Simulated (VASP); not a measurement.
A run of VASP 6.6.1 is set up as follows.

File INCAR:

```
  PREC = Accurate
  ENCUT = 520
  EDIFF = 1E-6
  ISMEAR = -1
  SIGMA = 0.02
  LREAL = False
  LASPH = True
  NELM = 60
  ALGO = Normal
  ISIF = 2
  LWAVE = False
  LCHARG = False
  GGA = PE
  NBANDS = 45
```

The input KPOINTS:

```
Automatic mesh
0
Gamma
  4 4 10
```

POSCAR

```
Si3N4
1.0
    7.5440253097      0.0000000000      0.0000000000
   -3.7720126549      6.5333175650      0.0000000000
    0.0000000000      0.0000000000      2.8828208896
Si N
6 8
Direct
    0.7660036824      0.1722996993      0.3256288352
    0.5937039831      0.7660036824      0.8256288352
    0.8277003007      0.5937039831      0.3256288352
    0.2339963176      0.8277003007      0.8256288352
    0.4062960169      0.2339963176      0.3256288352
    0.1722996993      0.4062960169      0.8256288352
    0.0281437276      0.3293602687      0.3256284962
    0.6987834590      0.0281437276      0.8256284962
    0.6706397313      0.6987834590      0.3256284962
    0.9718562724      0.6706397313      0.8256284962
    0.3012165410      0.9718562724      0.3256284962
    0.3293602687      0.3012165410      0.8256284962
    0.3333333333      0.6666666667     -0.1743719941
    0.6666666667      0.3333333333      0.3256280059
```

Potentials or basis: VASP PAW PBE potentials, release 64 (Si, N).

The run is started by

```bash
$ cat potpaw_PBE.64/Si/POTCAR potpaw_PBE.64/N/POTCAR > POTCAR
$ mpirun -np 1 vasp_std > vasp.out
```

What does it give for the band gap on the k mesh?

4.43 eV (least direct gap 4.62 eV).

What does it give for the pressure?

11.6 GPa.

Predict the largest force.

0.010 eV/Å.

Stress tensor (GPa, compression positive):
```
11.42  0.00  0.00
 0.00 11.42  0.00
 0.00  0.00 11.87
```

Caveat: the cell stands under pressure. A k mesh can miss the band edges.
